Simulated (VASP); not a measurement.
# Lu (P6_3/mmc) in VASP: a series of runs

Aim: see how the results for Lu move with the level of theory and the settings. Levels: BLYP, r2SCAN. Tasks: single point.

Program: VASP 6.6.1. These are calculated values, not measurements. Logs are shortened: lines on timing, memory, paths and dates and some standing lists are left out, and cuts for length are marked.

### Step 1. The cell of the first run

Symmetry: P6_3/mmc, No. 194, hexagonal system. Conventional cell: a = 3.503 Å, b = 3.503 Å, c = 5.551 Å, α = 90.00°, β = 90.00°, γ = 120.00°. Lu (site symmetry -6m2) has 12 Lu at 3.43 to 3.50 Å within 4.5 Å.

### Step 2. Single point, BLYP

Input file INCAR:

```
PREC = Accurate ; ENCUT = 520
EDIFF = 1E-6 ; ISMEAR = -1
SIGMA = 0.05 ; LREAL = False
LASPH = True ; NELM = 60
ALGO = Fast ; ISIF = 2
LWAVE = False ; LCHARG = False
GGA = B5 ; ALDAX = 1.0
AGGAX = 1.0 ; AGGAC = 1.0
ALDAC = 0.0 ; NBANDS = 32
```

Input file KPOINTS:

```
regular mesh
0
Gamma
  5 5 3
```

Input file POSCAR:

```
Lu
1.0
    3.5031000000      0.0000000000      0.0000000000
   -1.7515500000      3.0337735920      0.0000000000
    0.0000000000      0.0000000000      5.5509000000
Lu
2
Direct
    0.6666666667      0.3333333333      0.7500000000
    0.3333333333      0.6666666667      0.2500000000
```

Potentials or basis: VASP PAW PBE potentials, release 64 (Lu).

Started as:

```console
> cat potpaw_PBE.64/Lu/POTCAR > POTCAR
> mpirun -np 1 vasp_std > vasp.out
```

OUTCAR:

```text
PREC = Accurate
   ENCUT = 520
   EDIFF = 1E-6
   ISMEAR = -1
   LREAL = False
   LASPH = True
   NELM = 60
   ISIF = 2
   GGA = B5

 ion  position               nearest neighbor table
   1  0.667  0.333  0.750-   2 3.43   2 3.43   2 3.43   2 3.43   2 3.43   2 3.43
   2  0.333  0.667  0.250-   1 3.43   1 3.43   1 3.43   1 3.43   1 3.43   1 3.43

  LATTYP: Found a hexagonal cell.
 ALAT       =     3.5031000000
 C/A-ratio  =     1.5845679541

  Lattice vectors:

 A1 = (   3.5031000000,   0.0000000000,   0.0000000000)
 A2 = (  -1.7515500000,   3.0337735920,   0.0000000000)
 A3 = (   0.0000000000,   0.0000000000,   5.5509000000)

Analysis of symmetry for initial positions (statically):
=====================================================================
 Subroutine PRICEL returns:
 Original cell was already a primitive cell.

 Routine SETGRP: Setting up the symmetry group for a
 hexagonal supercell.

 Subroutine GETGRP returns: Found 24 space group operations
 (whereof 12 operations were pure point group operations)
 out of a pool of 24 trial point group operations.

The static configuration has the point symmetry D_3d.
 The point group associated with its full space group is D_6h.

Analysis of symmetry for dynamics (positions and initial velocities):
=====================================================================
 Subroutine PRICEL returns:
 Original cell was already a primitive cell.

 Routine SETGRP: Setting up the symmetry group for a
 hexagonal supercell.

 Subroutine GETGRP returns: Found 24 space group operations
 (whereof 12 operations were pure point group operations)
 out of a pool of 24 trial point group operations.

The dynamic configuration has the point symmetry D_3d.
 The point group associated with its full space group is D_6h.

 Subroutine INISYM returns: Found 24 space group operations
 (whereof 12 operations are pure point group operations),
 and found     1 'primitive' translations

----------------------------------------------------------------------------------------

                                     Primitive cell

  volume of cell :      58.9928

  direct lattice vectors                    reciprocal lattice vectors
     3.503100000  0.000000000  0.000000000     0.285461448  0.164811244  0.000000000
    -1.751550000  3.033773592  0.000000000     0.000000000  0.329622488  0.000000000
     0.000000000  0.000000000  5.550900000     0.000000000  0.000000000  0.180150967

  length of vectors
     3.503100000  3.503100000  5.550900000     0.329622488  0.329622488  0.180150967

  position of ions in fractional coordinates (direct lattice)
     0.666666667  0.333333333  0.750000000
     0.333333333  0.666666667  0.250000000

  ion indices of the primitive-cell ions
   primitive index   ion index
                 1           1
                 2           2

----------------------------------------------------------------------------------------

 KPOINTS: regular mesh

Automatic generation of k-mesh.
 Grid dimensions read from file:
 generate k-points for:    5    5    3

 Generating k-lattice:

  Cartesian coordinates                     Fractional coordinates (reciprocal lattice)
     0.057092290  0.032962249  0.000000000     0.200000000 -0.000000000  0.000000000
     0.000000000  0.065924498  0.000000000     0.000000000  0.200000000  0.000000000
     0.000000000  0.000000000  0.060050322     0.000000000  0.000000000  0.333333333

  Length of vectors
     0.065924498  0.065924498  0.060050322

  Shift w.r.t. Gamma in fractional coordinates (k-lattice)
     0.000000000  0.000000000  0.000000000

 Subroutine IBZKPT returns following result:
 ===========================================

 Found     10 irreducible k-points:

 Following reciprocal coordinates:
            Coordinates               Weight
  0.000000  0.000000  0.000000      1.000000
  0.200000  0.000000  0.000000      6.000000
  0.400000  0.000000  0.000000      6.000000
  0.200000  0.200000  0.000000      6.000000
  0.400000  0.200000  0.000000      6.000000
  0.000000  0.000000  0.333333      2.000000
  0.200000  0.000000  0.333333     12.000000
  0.400000  0.000000  0.333333     12.000000
  0.200000  0.200000  0.333333     12.000000
  0.400000  0.200000  0.333333     12.000000
   k-points           NKPTS =     10   k-points in BZ     NKDIM =     10   number of bands    NBANDS=     32
   number of dos      NEDOS =    301   number of ions     NIONS =      2
   total plane-waves  NPLWV =  32928
   dimension x,y,z NGX =    28 NGY =   28 NGZ =   42
   dimension x,y,z NGXF=    56 NGYF=   56 NGZF=   84
   ions per type =               2
   NGX,Y,Z   is equivalent  to a cutoff of  13.29, 13.29, 12.58 a.u.
   NGXF,Y,Z  is equivalent  to a cutoff of  26.58, 26.58, 25.16 a.u.
 SYSTEM =  unknown system
   PREC   = accura    normal or accurate (medium, high low for compatibility)
   ISTART =      0    job   : 0-new  1-cont  2-samecut
   ICHARG =      2    charge: 1-file 2-atom 10-const
   ISPIN  =      1    spin polarized calculation?
   LNONCOLLINEAR =      F non collinear calculations
   LSORBIT =      F    spin-orbit coupling
   LASPH  =      T    aspherical Exc in radial PAW
   ENCUT  =  520.0 eV  38.22 Ry    6.18 a.u.   6.51  6.51 10.32*2*pi/ulx,y,z
   NELM   =     60;   NELMIN=  2; NELMDL= -5     # of ELM steps
   EDIFF  = 0.1E-05   stopping-criterion for ELM
   LREAL  =      F    real-space projection
   EDIFFG = 0.1E-04   stopping-criterion for IOM
   NSW    =      0    number of steps for IOM
   IBRION =     -1    ionic relax: 0-MD 1-quasi-New 2-CG
   NFREE  =      0    steps in history (QN), initial steepest desc. (CG)
   ISIF   =      2    stress and relaxation
   ISYM   =      2    0-nonsym 1-usesym 2-fastsym
   POTIM  = 0.5000    time-step for ionic-motion
   TEBEG  =    0.0;   TEEND  =   0.0 temperature during run
   PSTRESS=    0.0 pullay stress
   NELECT =      50.0000    total number of electrons
   NUPDOWN=      -1.0000    fix difference up-down
   EMIN   =  10.00;   EMAX   =-10.00  energy-range for DOS
   EFERMI =   0.00;   METHOD = LEGACY
   ISMEAR =    -1;   SIGMA  =   0.05  broadening in eV -4-tet -1-fermi 0-gaus
   EFERMI_NEDOS =   21; number of points for ismear=-14 and -15
   IALGO  =     68    algorithm
   IMIX   =      4    mixing-type and parameters
     AMIX     =   0.40;   BMIX     =  1.00
     AMIX_MAG =   1.60;   BMIX_MAG =  1.00
  volume/ion in A,a.u.               =      29.50       199.05
  Fermi-wavevector in a.u.,A,eV,Ry     =   1.549287  2.927727 32.657919  2.400289
  Thomas-Fermi vector in A             =   2.654115
   LORBIT       =      0    0 simple, 1 ext, 2 COOP (PROOUT), +10 PAW based schemes
   GGA     = B5    functional components
   LHFCALC =     F    Hartree Fock is set to
   AEXX    =    0.0000 exact exchange contribution
   IVDW    =     0    specifies the selected vdW correction
   LEPSILON=     F    determine dielectric tensor
   LRPA    =     F    only Hartree local field effects (RPA)
 non-spin polarized calculation
 RMM-DIIS sequential band-by-band and
  energy-cutoff  :      520.00
  volume of cell :       58.99
 maximum number of plane-waves:      1617
 NGX is ok and might be reduce to    28
   NGX = 13   NGY = 13   NGZ = 21

 number of electron      49.9999998 magnetization

 Free energy of the ion-electron system (eV)
  ---------------------------------------------------
  ext. energy  EPLUGINS =         0.00000000
  ---------------------------------------------------
  free energy    TOTEN  =        -6.96926496 eV

  energy without entropy =       -6.92806661  energy(sigma->0) =       -6.94866578

 E-fermi :   2.6434     XC(G=0): -10.1337

 val. band max:        2.6089150095   @ k =   0.2000   0.2000   0.3333
 cond. band min:       2.7629006110   @ k =   0.2000   0.0000   0.0000
 fundamental gap:      0.1539856015
 Fermi energy:         2.6434443179

 k-point     1 :       0.0000    0.0000    0.0000
  band No.  band energies     occupation
      1     -53.3660      2.00000
      2     -53.3332      2.00000
      3     -24.5198      2.00000
      4     -24.0899      2.00000
      5     -24.0899      2.00000
      6     -24.0132      2.00000
[... 24 lines left out ...]
     31       5.9806      0.00000
     32       5.9806      0.00000

 k-point     2 :       0.2000    0.0000    0.0000
  band No.  band energies     occupation
      1     -53.3575      2.00000
      2     -53.3303      2.00000
      3     -24.4618      2.00000
      4     -24.2049      2.00000
      5     -24.1316      2.00000
      6     -24.1275      2.00000
[... 24 lines left out ...]
     31       5.9439      0.00000
     32       6.2550      0.00000

 k-point     3 :       0.4000    0.0000    0.0000
  band No.  band energies     occupation
      1     -53.3419      2.00000
      2     -53.3274      2.00000
      3     -24.3920      2.00000
      4     -24.3366      2.00000
      5     -24.3103      2.00000
      6     -24.1842      2.00000
[... 24 lines left out ...]
     31       7.9323      0.00000
     32       8.2098      0.00000

 k-point     4 :       0.2000    0.2000    0.0000
  band No.  band energies     occupation
      1     -53.3453      2.00000
      2     -53.3276      2.00000
      3     -24.3668      2.00000
      4     -24.3031      2.00000
      5     -24.2955      2.00000
      6     -24.1697      2.00000
[... 24 lines left out ...]
     31       7.2294      0.00000
     32       8.0802      0.00000

 k-point     5 :       0.4000    0.2000    0.0000
  band No.  band energies     occupation
      1     -53.3351      2.00000
      2     -53.3285      2.00000
      3     -24.3895      2.00000
      4     -24.3069      2.00000
      5     -24.2688      2.00000
      6     -24.2520      2.00000
[... 24 lines left out ...]
     31       7.9000      0.00000
     32       8.6014      0.00000

 k-point     6 :       0.0000    0.0000    0.3333
  band No.  band energies     occupation
      1     -53.3578      2.00000
      2     -53.3414      2.00000
      3     -24.3967      2.00000
      4     -24.1408      2.00000
      5     -24.0708      2.00000
      6     -24.0708      2.00000
[... 24 lines left out ...]
     31       6.9738      0.00000
     32       6.9739      0.00000

 k-point     7 :       0.2000    0.0000    0.3333
  band No.  band energies     occupation
      1     -53.3507      2.00000
      2     -53.3371      2.00000
      3     -24.3865      2.00000
      4     -24.2263      2.00000
      5     -24.1557      2.00000
      6     -24.1034      2.00000
[... 24 lines left out ...]
     31       6.8450      0.00000
     32       6.9001      0.00000

 k-point     8 :       0.4000    0.0000    0.3333
  band No.  band energies     occupation
      1     -53.3383      2.00000
      2     -53.3311      2.00000
      3     -24.4514      2.00000
      4     -24.3954      2.00000
      5     -24.1974      2.00000
      6     -24.1539      2.00000
[... 24 lines left out ...]
     31       7.7715      0.00000
     32       8.1981      0.00000

 k-point     9 :       0.2000    0.2000    0.3333
  band No.  band energies     occupation
      1     -53.3408      2.00000
      2     -53.3320      2.00000
      3     -24.4037      2.00000
      4     -24.3470      2.00000
      5     -24.1900      2.00000
      6     -24.1898      2.00000
[... 24 lines left out ...]
     31       7.5419      0.00000
     32       7.7970      0.00000

 k-point    10 :       0.4000    0.2000    0.3333
  band No.  band energies     occupation
      1     -53.3335      2.00000
      2     -53.3301      2.00000
      3     -24.4321      2.00000
      4     -24.3958      2.00000
      5     -24.2672      2.00000
      6     -24.1965      2.00000
[... 24 lines left out ...]
     31       7.9782      0.00000
     32       8.4190      0.00000

------------------------ aborting loop because EDIFF is reached ----------------------------------------

  FORCE on cell =-STRESS in cart. coord.  units (eV):
  Direction    XX          YY          ZZ          XY          YZ          ZX
  --------------------------------------------------------------------------------------
  -------------------------------------------------------------------------------------
  Total        0.5719185      0.5719185     -0.4768485      0.0000000      0.0000000      0.0000000
  in kB       15.5326514     15.5326514    -12.9506607      0.0000000      0.0000000      0.0000000
  external PRESSURE =       6.0382141 kB  Pullay stress =       0.0000000 kB

 VOLUME and BASIS-vectors are now :
 -----------------------------------------------------------------------------
  energy-cutoff  :      520.00
  volume of cell :       58.99
      direct lattice vectors                 reciprocal lattice vectors
     3.503100000  0.000000000  0.000000000     0.285461448  0.164811244  0.000000000
    -1.751550000  3.033773592  0.000000000     0.000000000  0.329622488  0.000000000
     0.000000000  0.000000000  5.550900000     0.000000000  0.000000000  0.180150967

 POSITION                                       TOTAL-FORCE (eV/Angst)
 -----------------------------------------------------------------------------------
      1.75155      1.01126      4.16318        -0.000000      0.000000      0.000000
     -0.00000      2.02252      1.38773         0.000000      0.000000      0.000000
 -----------------------------------------------------------------------------------
    total drift:                               -0.000000      0.000000     -0.000000

  FREE ENERGIE OF THE ION-ELECTRON SYSTEM (eV)
  ---------------------------------------------------
  free  energy   TOTEN  =        -6.9692649561 eV

  energy  without entropy=       -6.9280666059  energy(sigma->0) =       -6.94866578
```

Run time: 54 s. Hardware: 1 thread of Intel Xeon 6975P-C (Granite Rapids), shared host; peak memory 0.19 GiB.

What came out:

* Free energy: -6.9693 eV
* Pressure: 0.6 GPa
* Band gap on the k mesh: zero (band 25 reaches 3.40 eV, above the bottom of band 26 at 2.18 eV)

Caveat: the k points lie up to 0.41 Å⁻¹ apart; the PAW data sets were made with another functional, which shifts forces and pressure a little; spin-orbit coupling is left out, which moves the levels of the heavy elements.

### Step 3. Single point, r2SCAN

POSCAR is that of step 2.

Input file INCAR.step1:

```
ALGO = Normal ; EDIFF = 1E-4
ENCUT = 520 ; GGA = PE
ISMEAR = -1 ; LASPH = True
LCHARG = False ; LREAL = False
LWAVE = True ; NBANDS = 32
NELM = 100 ; PREC = Accurate
SIGMA = 0.05
```

Input file INCAR.step2:

```
ALGO = Normal ; EDIFF = 1E-6
ENCUT = 520 ; ISIF = 2
ISMEAR = -1 ; ISTART = 1
LASPH = True ; LCHARG = True
LELF = True ; LMIXTAU = True
LREAL = False ; LVHAR = True
LWAVE = False ; METAGGA = R2SCAN
NBANDS = 32 ; NELM = 100
PREC = Accurate ; SIGMA = 0.05
```

Input file KPOINTS:

```
k-points
0
Gamma
  5 5 3
```

Potentials or basis: VASP PAW PBE potentials, release 64 (Lu).

Started as:

```console
> cat potpaw_PBE.64/Lu/POTCAR > POTCAR
> cp INCAR.step1 INCAR
> mpirun -np 1 vasp_std > vasp.out
> cp INCAR.step2 INCAR
> mpirun -np 1 vasp_std > vasp.out
```

Wall time 55 s (1 thread of Intel Xeon 6975P-C (Granite Rapids), shared host); peak memory 0.19 GiB.

Results (log left out):

```yaml
Free_energy: -76.0800 eV
Pressure: 0.1 GPa
Band_gap_on_the_k_mesh: zero (band 25 reaches 2.83 eV, above the bottom of band 26 at 1.58 eV)
```

Stress tensor (GPa, compression positive):
```
 0.32  0.00  0.00
 0.00  0.32  0.00
 0.00  0.00 -0.25
```

Levels at points of the mesh, in eV from the Fermi level:
```tsv
k point	band 23	band 24	band 25	band 26	band 27	band 28
(0.00, 0.00, 0.00)	-5.03	-2.39	0.42	2.49	2.49	2.82
```

Caveat: the k points lie up to 0.41 Å⁻¹ apart; the PAW data sets were made with another functional, which shifts forces and pressure a little; spin-orbit coupling is left out, which moves the levels of the heavy elements.

[end of part 1 of 2]
